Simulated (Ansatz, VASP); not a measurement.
# SiC12 in VASP and in Ansatz

```xyz
13
Lattice="4.9312 0.0000 0.0000 -1.2328 3.3948 0.0000 0.0000 0.0000 22.3359" Properties=species:S:1:pos:R:3 pbc="T T T"
C     1.2328    0.0000    4.0000
C     3.6984    0.0000    4.0000
C     0.0000    0.0000    4.7111
C     2.4656    0.0000    4.7111
C     0.0000    0.0000    6.1341
C     2.4656    0.0000    6.1341
C     1.2328    0.0000    6.8281
C     3.6984    0.0000    6.8281
C     1.2328    0.0000    8.3176
C     3.6984    0.0000    8.3176
C     0.0000    0.0000    8.9359
C     2.4656    0.0000    8.9359
Si   -0.6164    1.6974   11.4359
```

Alike in both runs: task single point; functional PBE; dispersion D3(BJ); k mesh 6 × 8 × 1; occupations gaussian, width 0.05 eV; collinear spin.

|  | VASP | Ansatz |
| --- | --- | --- |
| version | VASP 6.6.1 | Ansatz 0.2.0 |
| potentials or method | VASP PAW PBE potentials, release 64 (C, Si), cutoff 520 eV | scalar-relativistic, plane waves, PAW |
| valence electrons in the cell | 52 | 52 |

```tsv
	VASP	Ansatz	Ansatz less VASP
gap on the k mesh at the Fermi level (eV)	none	none	-
rms of the force components (eV/Å)	1.171	1.242	+0.0712
net moment per atom (μB)	0.02	0.15	+0.133
size of the moment on the site where the two differ most (μB)	0.01	0.43	+0.422
```

The net moments are unlike, so the other rows may belong to different states. Site moments also hang on the region over which each program counts them. Atom by atom the forces differ by 0.151 eV/Å (rms over components). A gap of «none» marks a metal or a gap that the smearing closes. Ansatz's warnings: stability check not made.
